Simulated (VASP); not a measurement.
Wanted: the native input for a VASP 6.6.1 run.

```yaml
Task: single point
Functional: PBEsol
Potentials_or_basis: VASP PAW PBE potentials, release 64 (Mg, S)
Cutoff: 600 eV
k_mesh: 4 × 4 × 4
Occupations: fermi-dirac, width 0.02 eV
Spin: no spin polarisation
Dipole_correction: no
Further_INCAR_settings: ALGO = Normal; EDIFF = 1e-06; NBANDS = 11
```

The structure of MgS lies in POSCAR:

```
MgS
1.0
    3.2628174072      0.0000000000      0.0000000000
    0.0000000000      3.2628174072      0.0000000000
    0.0000000000      0.0000000000      3.2628174072
Mg S
1 1
Direct
    0.0000000000      0.0000000000      0.0000000000
    0.5000000000      0.5000000000      0.5000000000
```

These files were run (other wordings do the same):

INCAR

```
SYSTEM = MgS
ALGO = Normal
EDIFF = 1E-6
ENCUT = 600
GGA = PS
GGA_COMPAT = .FALSE.
ISIF = 2
ISMEAR = -1
LASPH = .TRUE.
LCHARG = .TRUE.
LELF = .TRUE.
LREAL = .FALSE.
LVHAR = .TRUE.
LWAVE = .FALSE.
NBANDS = 11
NELM = 120
PREC = Accurate
SIGMA = 0.02
```

KPOINTS

```
k-points
0
G
  4 4 4
  0 0 0
```

Potentials or basis: VASP PAW PBE potentials, release 64 (Mg, S).

The run is started by

```console
$ cat potpaw_PBE.64/Mg/POTCAR potpaw_PBE.64/S/POTCAR > POTCAR
$ mpirun -np 1 vasp_std > vasp.out
```

It gave:

- Pressure: -1.4 GPa
- Band gap on the k mesh: 0.40 eV, indirect (least direct gap 0.62 eV)

Caveat: the k points lie up to 0.48 Å⁻¹ apart; the PAW data sets were made with another functional, which shifts forces and pressure a little.

It took 9.7 s on 1 thread of AMD EPYC 7R43 64-Core Processor (Zen 3) (shared host), peak memory 0.12 GiB.
